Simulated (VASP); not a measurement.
Set up this calculation in VASP 6.6.1, as the native input.

* Task: single point
* Functional: PBE
* Potentials or basis: VASP PAW PBE potentials, release 64 (Si, O)
* Cutoff: 520 eV
* k mesh: 6 × 6 × 8
* Occupations: gaussian, width 0.05 eV
* Spin: no spin polarisation
* Dipole correction: no
* Further INCAR settings: ALGO = Normal; EDIFF = 1e-06; NBANDS = 25

The structure of SiO2 lies in POSCAR:

```
SiO2
1.0
    4.2358788266      0.0000000000      0.0000000000
    0.0000000000      4.3345748033      0.0000000000
    0.0000000000      0.0000000000      2.6897743046
Si O
2 4
Direct
    0.5000000000      0.5000000000      0.5000000000
    0.0000000000      0.0000000000      0.0000000000
    0.6650682551      0.7209573303      0.0000000000
    0.1650682551      0.7790426697      0.5000000000
    0.3349317449      0.2790426697      0.0000000000
    0.8349317449      0.2209573303      0.5000000000
```

This cell differs from its parent crystal: atoms displaced along a vibrational mode, the cell strained.

These files were run (other wordings do the same):

INCAR

```
  PREC = Accurate
  ENCUT = 520
  EDIFF = 1E-6
  ISMEAR = 0
  SIGMA = 0.05
  LREAL = F
  LASPH = T
  NELM = 60
  ALGO = Normal
  ISIF = 2
  LWAVE = F
  LCHARG = F
  GGA = PE
  NBANDS = 25
```

KPOINTS

```
Automatic mesh
0
Gamma
  6 6 8
```

Potentials or basis: VASP PAW PBE potentials, release 64 (Si, O).

The run is started by

```console
$ cat potpaw_PBE.64/Si/POTCAR potpaw_PBE.64/O/POTCAR > POTCAR
$ mpirun -np 1 vasp_std > vasp.out
```

Results of the run:

* Pressure: -7.7 GPa
* Largest force: 0.833 eV/Å
* Band gap on the k mesh: 4.68 eV

Caveat: the cell differs from its parent crystal (atoms displaced along a vibrational mode, the cell strained); the cell stands under tension.

Wall time 65 s on 1 thread of Intel Xeon 8259CL, with other jobs on the host, peak memory 0.2 GiB.
